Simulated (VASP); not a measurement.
# RbBr (Fm-3m) in VASP: further runs

Runs on RbBr. Level: LDA. Tasks: single point.

Program: VASP 6.6.1. These are calculated values, not measurements. Logs are shortened: lines on timing, memory, paths and dates and some standing lists are left out, and cuts for length are marked.

### 1 The cell of the first run

The structure is cubic, space group Fm-3m (No. 225). Conventional cell: a = 6.808 Å, b = 6.808 Å, c = 6.808 Å, α = 90.00°, β = 90.00°, γ = 90.00°. Within 4.5 Å of Rb (site symmetry m-3m) lie 6 Br at 3.40 Å. Within 4.5 Å of Br (site symmetry m-3m) lie 6 Rb at 3.40 Å.

### 2 Single point, LDA (volume scaled by 0.98)

Contents of INCAR:

```
SYSTEM = RbBr
ALGO = Normal
EDIFF = 1E-6
ENCUT = 520
ISIF = 2
ISMEAR = -1
LASPH = .TRUE.
LCHARG = .FALSE.
LREAL = .FALSE.
LWAVE = .FALSE.
NBANDS = 15
NELM = 100
PREC = Accurate
SIGMA = 0.05
```

Contents of KPOINTS:

```
k-points
0
G
  7 7 7
  0 0 0
```

Contents of POSCAR:

```
RbBr
1.0
    0.0000000000      3.4039993070      3.4039993070
    3.4039993070      0.0000000000      3.4039993070
    3.4039993070      3.4039993070      0.0000000000
Rb Br
1 1
Direct
    0.0000000000      0.0000000000      0.0000000000
    0.5000000000      0.5000000000      0.5000000000
```

Potentials or basis: VASP PAW LDA potentials, release 64 (Rb_sv, Br).

Started as:

```
$ cat potpaw_LDA.64/Rb_sv/POTCAR potpaw_LDA.64/Br/POTCAR > POTCAR
$ mpirun -np 1 vasp_std > vasp.out
```

OUTCAR:

```text
SYSTEM = RbBr
   EDIFF = 1E-6
   ENCUT = 520
   ISIF = 2
   ISMEAR = -1
   LASPH = .TRUE.
   LREAL = .FALSE.
   NELM = 100
   PREC = Accurate

 ion  position               nearest neighbor table
   1  0.000  0.000  0.000-   2 3.40   2 3.40   2 3.40   2 3.40   2 3.40   2 3.40
   2  0.500  0.500  0.500-   1 3.40   1 3.40   1 3.40   1 3.40   1 3.40   1 3.40

  LATTYP: Found a face centered cubic cell.
 ALAT       =     6.8079986140

  Lattice vectors:

 A1 = (   0.0000000000,   3.4039993070,   3.4039993070)
 A2 = (   3.4039993070,   0.0000000000,   3.4039993070)
 A3 = (   3.4039993070,   3.4039993070,   0.0000000000)

Analysis of symmetry for initial positions (statically):
=====================================================================
 Subroutine PRICEL returns:
 Original cell was already a primitive cell.

 Routine SETGRP: Setting up the symmetry group for a
 face centered cubic supercell.

 Subroutine GETGRP returns: Found 48 space group operations
 (whereof 48 operations were pure point group operations)
 out of a pool of 48 trial point group operations.

The static configuration has the point symmetry O_h .

Analysis of symmetry for dynamics (positions and initial velocities):
=====================================================================
 Subroutine PRICEL returns:
 Original cell was already a primitive cell.

 Routine SETGRP: Setting up the symmetry group for a
 face centered cubic supercell.

 Subroutine GETGRP returns: Found 48 space group operations
 (whereof 48 operations were pure point group operations)
 out of a pool of 48 trial point group operations.

The dynamic configuration has the point symmetry O_h .

 Subroutine INISYM returns: Found 48 space group operations
 (whereof 48 operations are pure point group operations),
 and found     1 'primitive' translations

----------------------------------------------------------------------------------------

                                     Primitive cell

  volume of cell :      78.8857

  direct lattice vectors                    reciprocal lattice vectors
     0.000000000  3.403999307  3.403999307    -0.146886046  0.146886046  0.146886046
     3.403999307  0.000000000  3.403999307     0.146886046 -0.146886046  0.146886046
     3.403999307  3.403999307  0.000000000     0.146886046  0.146886046 -0.146886046

  length of vectors
     4.813981986  4.813981986  4.813981986     0.254414095  0.254414095  0.254414095

  position of ions in fractional coordinates (direct lattice)
     0.000000000  0.000000000  0.000000000
     0.500000000  0.500000000  0.500000000

  ion indices of the primitive-cell ions
   primitive index   ion index
                 1           1
                 2           2

----------------------------------------------------------------------------------------

 KPOINTS: k-points

Automatic generation of k-mesh.
 Grid dimensions read from file:
 generate k-points for:    7    7    7

 Generating k-lattice:

  Cartesian coordinates                     Fractional coordinates (reciprocal lattice)
    -0.020983721  0.020983721  0.020983721     0.142857143  0.000000000  0.000000000
     0.020983721 -0.020983721  0.020983721     0.000000000  0.142857143  0.000000000
     0.020983721  0.020983721 -0.020983721     0.000000000  0.000000000  0.142857143

  Length of vectors
     0.036344871  0.036344871  0.036344871

  Shift w.r.t. Gamma in fractional coordinates (k-lattice)
     0.000000000  0.000000000  0.000000000

 Subroutine IBZKPT returns following result:
 ===========================================

 Found     20 irreducible k-points:

 Following reciprocal coordinates:
            Coordinates               Weight
  0.000000  0.000000  0.000000      1.000000
  0.142857  0.000000  0.000000      8.000000
  0.285714  0.000000  0.000000      8.000000
  0.428571  0.000000  0.000000      8.000000
  0.142857  0.142857  0.000000      6.000000
  0.285714  0.142857  0.000000     24.000000
[... 12 lines left out ...]
 -0.428571  0.428571  0.142857     24.000000
 -0.285714  0.428571  0.142857     24.000000
   k-points           NKPTS =     20   k-points in BZ     NKDIM =     20   number of bands    NBANDS=     15
   number of dos      NEDOS =    301   number of ions     NIONS =      2
   total plane-waves  NPLWV =  46656
   dimension x,y,z NGX =    36 NGY =   36 NGZ =   36
   dimension x,y,z NGXF=    72 NGYF=   72 NGZF=   72
   ions per type =               1   1
   NGX,Y,Z   is equivalent  to a cutoff of  12.43, 12.43, 12.43 a.u.
   NGXF,Y,Z  is equivalent  to a cutoff of  24.86, 24.86, 24.86 a.u.
 SYSTEM =  RbBr
   PREC   = accura    normal or accurate (medium, high low for compatibility)
   ISTART =      0    job   : 0-new  1-cont  2-samecut
   ICHARG =      2    charge: 1-file 2-atom 10-const
   ISPIN  =      1    spin polarized calculation?
   LNONCOLLINEAR =      F non collinear calculations
   LSORBIT =      F    spin-orbit coupling
   LASPH  =      T    aspherical Exc in radial PAW
   ENCUT  =  520.0 eV  38.22 Ry    6.18 a.u.   8.95  8.95  8.95*2*pi/ulx,y,z
   NELM   =    100;   NELMIN=  2; NELMDL= -5     # of ELM steps
   EDIFF  = 0.1E-05   stopping-criterion for ELM
   LREAL  =      F    real-space projection
   EDIFFG = 0.1E-04   stopping-criterion for IOM
   NSW    =      0    number of steps for IOM
   IBRION =     -1    ionic relax: 0-MD 1-quasi-New 2-CG
   NFREE  =      0    steps in history (QN), initial steepest desc. (CG)
   ISIF   =      2    stress and relaxation
   ISYM   =      2    0-nonsym 1-usesym 2-fastsym
   POTIM  = 0.5000    time-step for ionic-motion
   TEBEG  =    0.0;   TEEND  =   0.0 temperature during run
   PSTRESS=    0.0 pullay stress
   NELECT =      16.0000    total number of electrons
   NUPDOWN=      -1.0000    fix difference up-down
   EMIN   =  10.00;   EMAX   =-10.00  energy-range for DOS
   EFERMI =   0.00;   METHOD = LEGACY
   ISMEAR =    -1;   SIGMA  =   0.05  broadening in eV -4-tet -1-fermi 0-gaus
   EFERMI_NEDOS =   21; number of points for ismear=-14 and -15
   IALGO  =     38    algorithm
   IMIX   =      4    mixing-type and parameters
     AMIX     =   0.40;   BMIX     =  1.00
     AMIX_MAG =   1.60;   BMIX_MAG =  1.00
  volume/ion in A,a.u.               =      39.44       266.17
  Fermi-wavevector in a.u.,A,eV,Ry     =   0.961868  1.817666 12.587968  0.925190
  Thomas-Fermi vector in A             =   2.091277
   LORBIT       =      0    0 simple, 1 ext, 2 COOP (PROOUT), +10 PAW based schemes
   GGA     = CA    functional components
   LHFCALC =     F    Hartree Fock is set to
   AEXX    =    0.0000 exact exchange contribution
   IVDW    =     0    specifies the selected vdW correction
   LEPSILON=     F    determine dielectric tensor
   LRPA    =     F    only Hartree local field effects (RPA)
 non-spin polarized calculation
  energy-cutoff  :      520.00
  volume of cell :       78.89
 maximum number of plane-waves:      2141
   NGX = 17   NGY = 17   NGZ = 17

 number of electron      16.0000002 magnetization

 Free energy of the ion-electron system (eV)
  ---------------------------------------------------
  ext. energy  EPLUGINS =         0.00000000
  ---------------------------------------------------
  free energy    TOTEN  =        -6.70505324 eV

  energy without entropy =       -6.70505324  energy(sigma->0) =       -6.70505324

 E-fermi :  -0.8107     XC(G=0):  -7.8183

 val. band max:       -1.8765561908   @ k =   0.0000   0.0000   0.0000
 cond. band min:       2.1323905715   @ k =   0.0000   0.0000   0.0000
 fundamental gap:      4.0089467623
 Fermi energy:        -0.8107239586

 k-point     1 :       0.0000    0.0000    0.0000
  band No.  band energies     occupation
      1     -26.1059      2.00000
      2     -14.1079      2.00000
      3     -10.2507      2.00000
      4     -10.2507      2.00000
      5     -10.2507      2.00000
      6      -1.8766      2.00000
      7      -1.8766      2.00000
      8      -1.8766      2.00000
      9       2.1324      0.00000
     10       5.1554      0.00000
     11       5.1554      0.00000
     12       5.1554      0.00000
     13       6.1169      0.00000
     14       6.1169      0.00000
     15       8.7209      0.00000

 k-point     2 :       0.1429    0.0000    0.0000
  band No.  band energies     occupation
      1     -26.1038      2.00000
      2     -14.1168      2.00000
      3     -10.2524      2.00000
      4     -10.2524      2.00000
      5     -10.2417      2.00000
      6      -2.1438      2.00000
      7      -1.9569      2.00000
      8      -1.9569      2.00000
      9       2.6479      0.00000
     10       5.0232      0.00000
     11       5.4055      0.00000
     12       5.4055      0.00000
     13       6.4323      0.00000
     14       6.4323      0.00000
     15       9.5181      0.00000

 k-point     3 :       0.2857    0.0000    0.0000
  band No.  band energies     occupation
      1     -26.0990      2.00000
      2     -14.1367      2.00000
      3     -10.2562      2.00000
      4     -10.2562      2.00000
      5     -10.2216      2.00000
      6      -2.6197      2.00000
      7      -2.1265      2.00000
      8      -2.1265      2.00000
      9       3.7442      0.00000
     10       5.0466      0.00000
     11       6.1165      0.00000
     12       6.1165      0.00000
     13       7.2622      0.00000
     14       7.2622      0.00000
     15      10.0408      0.00000

 k-point     4 :       0.4286    0.0000    0.0000
  band No.  band energies     occupation
      1     -26.0951      2.00000
      2     -14.1524      2.00000
      3     -10.2591      2.00000
      4     -10.2591      2.00000
      5     -10.2056      2.00000
      6      -2.9300      2.00000
      7      -2.2532      2.00000
      8      -2.2532      2.00000
      9       4.5351      0.00000
     10       5.4885      0.00000
     11       7.1314      0.00000
     12       7.1314      0.00000
     13       8.0839      0.00000
     14       8.0839      0.00000
     15       8.9883      0.00000
[... 235 lines left out ...]
 k-point    18 :      -0.4286    0.2857    0.1429
  band No.  band energies     occupation
      1     -26.0930      2.00000
      2     -14.1105      2.00000
      3     -10.3469      2.00000
      4     -10.3237      2.00000
      5     -10.2344      2.00000
      6      -2.6645      2.00000
      7      -2.2615      2.00000
      8      -2.1994      2.00000
      9       4.6941      0.00000
     10       5.1223      0.00000
     11       6.5494      0.00000
     12       7.1657      0.00000
     13       7.7757      0.00000
     14       8.4422      0.00000
     15       9.0593      0.00000

 k-point    19 :      -0.4286    0.4286    0.1429
  band No.  band energies     occupation
      1     -26.0919      2.00000
      2     -14.0767      2.00000
      3     -10.4132      2.00000
      4     -10.3550      2.00000
      5     -10.2694      2.00000
      6      -2.4351      2.00000
      7      -2.2355      2.00000
      8      -2.1272      2.00000
      9       3.9925      0.00000
     10       5.3024      0.00000
     11       6.3670      0.00000
     12       7.2660      0.00000
     13       7.7520      0.00000
     14       8.5873      0.00000
     15       9.1220      0.00000

 k-point    20 :      -0.2857    0.4286    0.1429
  band No.  band energies     occupation
      1     -26.0915      2.00000
      2     -14.0854      2.00000
      3     -10.4094      2.00000
      4     -10.3627      2.00000
      5     -10.2384      2.00000
      6      -2.4703      2.00000
      7      -2.2763      2.00000
      8      -2.2164      2.00000
      9       4.6187      0.00000
     10       5.3285      0.00000
     11       6.2448      0.00000
     12       6.6300      0.00000
     13       8.3912      0.00000
     14       8.6193      0.00000
     15       9.4091      0.00000

------------------------ aborting loop because EDIFF is reached ----------------------------------------

  FORCE on cell =-STRESS in cart. coord.  units (eV):
  Direction    XX          YY          ZZ          XY          YZ          ZX
  --------------------------------------------------------------------------------------
  -------------------------------------------------------------------------------------
  Total       -0.4554699     -0.4554699     -0.4554699     -0.0000000     -0.0000000      0.0000000
  in kB       -9.2506431     -9.2506431     -9.2506431     -0.0000000     -0.0000000      0.0000000
  external PRESSURE =      -9.2506431 kB  Pullay stress =       0.0000000 kB

 VOLUME and BASIS-vectors are now :
 -----------------------------------------------------------------------------
  energy-cutoff  :      520.00
  volume of cell :       78.89
      direct lattice vectors                 reciprocal lattice vectors
     0.000000000  3.403999307  3.403999307    -0.146886046  0.146886046  0.146886046
     3.403999307  0.000000000  3.403999307     0.146886046 -0.146886046  0.146886046
     3.403999307  3.403999307  0.000000000     0.146886046  0.146886046 -0.146886046

 POSITION                                       TOTAL-FORCE (eV/Angst)
 -----------------------------------------------------------------------------------
      0.00000      0.00000      0.00000         0.000000      0.000000     -0.000000
      3.40400      3.40400      3.40400        -0.000000     -0.000000      0.000000
 -----------------------------------------------------------------------------------
    total drift:                                0.000000      0.000000      0.000000

  FREE ENERGIE OF THE ION-ELECTRON SYSTEM (eV)
  ---------------------------------------------------
  free  energy   TOTEN  =        -6.7050532411 eV

  energy  without entropy=       -6.7050532410  energy(sigma->0) =       -6.70505324
```

It took 19 s on 1 thread of AMD EPYC 7R13 (Zen 3), shared host; peak memory 0.15 GiB.

Results:

```
Free energy            : -6.7051 eV
Pressure               : -0.9 GPa
Band gap on the k mesh : 4.01 eV, direct
```

Levels at points of the mesh, in eV from the valence-band top:
```
           k point  band 6  band 7  band 8  band 9  band 10  band 11
(0.00, 0.00, 0.00)    0.00    0.00    0.00    4.01     7.03     7.03
```

### 3 Single point, LDA (volume scaled by 1.02)

Contents of INCAR:

```
SYSTEM = RbBr
ALGO     = Normal         ! electronic algorithm
EDIFF    = 1E-7           ! SCF threshold, eV
ENCUT    = 520            ! plane-wave cutoff, eV
ISIF     = 2              ! what is computed and relaxed
ISMEAR   = -1             ! smearing method
LASPH    = .True.         ! aspherical terms in the spheres
LCHARG   = .True.         ! write CHGCAR
LELF     = .True.         ! ELF
LREAL    = .False.        ! projectors in reciprocal space
LVHAR    = .True.       
LWAVE    = .False.        ! write WAVECAR
NBANDS   = 15             ! bands
NELM     = 80             ! most SCF steps
PREC     = Accurate       ! precision mode
SIGMA    = 0.05           ! smearing width, eV
```

Contents of KPOINTS:

```
k-points
0
Gamma
  7 7 7
  0 0 0
```

Contents of POSCAR:

```
RbBr
1.0
    0.0000000000      3.4496960257      3.4496960257
    3.4496960257      0.0000000000      3.4496960257
    3.4496960257      3.4496960257      0.0000000000
Rb Br
1 1
Direct
    0.0000000000      0.0000000000      0.0000000000
    0.5000000000      0.5000000000      0.5000000000
```

Potentials or basis: VASP PAW LDA potentials, release 64 (Rb_sv, Br).

Started as:

```
$ cat potpaw_LDA.64/Rb_sv/POTCAR potpaw_LDA.64/Br/POTCAR > POTCAR
$ mpirun -np 1 vasp_std > vasp.out
```

Wall time 24 s (1 thread of AMD EPYC 7R13 (Zen 3), shared host); peak memory 0.15 GiB.

The run converged. Its results:

| Property | Result |
| --- | --- |
| Free energy | -6.6813 eV |
| Pressure | -1.4 GPa |
| Band gap on the k mesh | 3.91 eV, direct |

Levels at points of the mesh, in eV from the valence-band top:
```
           k point  band 4  band 5  band 6  band 7  band 8  band 9  band 10  band 11  band 12  band 13
(0.00, 0.00, 0.00)   -8.45   -8.45    0.00    0.00    0.00    3.91     7.02     7.02     7.02     7.95
```

 A k mesh can miss the band edges.

(Continued in part 2 of 2.)
